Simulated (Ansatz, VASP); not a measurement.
Hf2S in VASP and in Ansatz

```
Hf S
1.0
     3.38172    0.00000    0.00000
    -1.69086    2.92865    0.00000
     0.00000    0.00000   11.73970
Hf S
4 2
Direct
  0.66667 0.33333 0.89975
  0.33333 0.66667 0.39975
  0.66667 0.33333 0.60025
  0.33333 0.66667 0.10025
  0.00000 0.00000 0.75000
  0.00000 0.00000 0.25000
```

Alike in both runs: functional r2SCAN; k mesh 12 × 12 × 4; occupations gaussian, width 0.1 eV; no spin polarisation.

Ansatz relaxed the structure, and its values are those at the end. VASP's run is a single point on that final structure, the one shown.

|  | VASP | Ansatz |
| --- | --- | --- |
| version | VASP 6.6.1 | Ansatz 0.2.0 |
| potentials or method | VASP PAW PBE potentials, release 64 (Hf_pv, S), cutoff 520 eV | scalar-relativistic, plane waves, PAW |
| valence electrons in the cell | 52 | 116 |

|  | VASP | Ansatz | Ansatz less VASP |
| --- | --- | --- | --- |
| gap on the k mesh at the Fermi level (eV) | none | none | - |
| pressure (GPa) | -0.9 | 0.0 | +0.88 |
| rms of the force components (eV/Å) | 0.006 | 0.001 | -0.0047 |

VASP's potentials were made for PBE, not for r2SCAN. A gap of «none» marks a metal or a gap that the smearing closes. With one functional, cell and mesh, what is left measures potentials, basis and numerics. VASP's potentials hold 52 valence electrons a cell and Ansatz's 116, so a difference there can come from the potentials and not from the codes.

Neither program's run includes spin-orbit coupling.
